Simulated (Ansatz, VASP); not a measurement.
# Two plane-wave programs on AlNi3

The input INCAR:

```
PREC     = Accurate       # precision mode
ENCUT    = 520            # plane-wave cutoff, eV
EDIFF    = 1E-7           # SCF threshold, eV
ISMEAR   = 0              # smearing method
SIGMA    = 0.15           # smearing width, eV
LREAL    = False          # projectors in reciprocal space
LASPH    = True           # aspherical terms in the spheres
NELM     = 100            # most SCF steps
ALGO     = Normal         # electronic algorithm
ISIF     = 2              # what is computed and relaxed
LWAVE    = False          # write WAVECAR
LCHARG   = False          # write CHGCAR
GGA      = CA             # functional
NBANDS   = 24             # bands
```

KPOINTS

```
regular mesh
0
Gamma
  14 14 14
```

The input POSCAR:

```
AlNi3
1.0
    0.0000000000      2.8742871579      2.8742871579
    2.8742871579      0.0000000000      2.8742871579
    2.8742871579      2.8742871579      0.0000000000
Al Ni
1 3
Direct
    0.5000000000      0.5000000000      0.5000000000
    0.2500000000      0.2500000000      0.2500000000
    0.0000000000      0.0000000000      0.0000000000
    0.7500000000      0.7500000000      0.7500000000
```

Input for Ansatz:

```yaml
crystal:
  lattice:
    - [0.0, 2.8742871579, 2.8742871579]
    - [2.8742871579, 0.0, 2.8742871579]
    - [2.8742871579, 2.8742871579, 0.0]
  atoms:
    - { symbol: Al, position: [0.5, 0.5, 0.5] }
    - { symbol: Ni, position: [0.25, 0.25, 0.25] }
    - { symbol: Ni, position: [0.0, 0.0, 0.0] }
    - { symbol: Ni, position: [0.75, 0.75, 0.75] }
basis:
  ecutwfc: 520.0
kpoints:
  mp_grid: { grid: [14, 14, 14] }
hamiltonian:
  xc: lda
  pseudopotentials: { kind: paw, azcp: { folder: soft_1 } }
scf:
  occupations: { method: gaussian, width: 0.15 }
  lower_state_search: "off"
output:
  forces: true
  stress: true
  eigenvalues: true
```

Alike in both runs: task single point; functional LDA; k mesh 14 × 14 × 14; occupations gaussian, width 0.15 eV; no spin polarisation.

```csv
,VASP,Ansatz
version,VASP 6.6.1,Ansatz 0.2.0
potentials or method,"VASP PAW LDA potentials, release 64 (Al, Ni), cutoff 520 eV","scalar-relativistic, plane waves, PAW"
valence electrons in the cell,33,57
```

|  | VASP | Ansatz | Ansatz less VASP |
| --- | --- | --- | --- |
| gap on the k mesh at the Fermi level (eV) | none | none | - |
| pressure (GPa) | -18.8 | -19.1 | -0.26 |

Ansatz warns that its potentials were made for another functional, while VASP's fit it. LDA's correlation is that of Perdew and Zunger in VASP and of Perdew and Wang (1992) in Ansatz. A gap of «none» marks a metal or a gap that the smearing closes. VASP's potentials hold 33 valence electrons a cell and Ansatz's 57, so a difference there can come from the potentials and not from the codes.
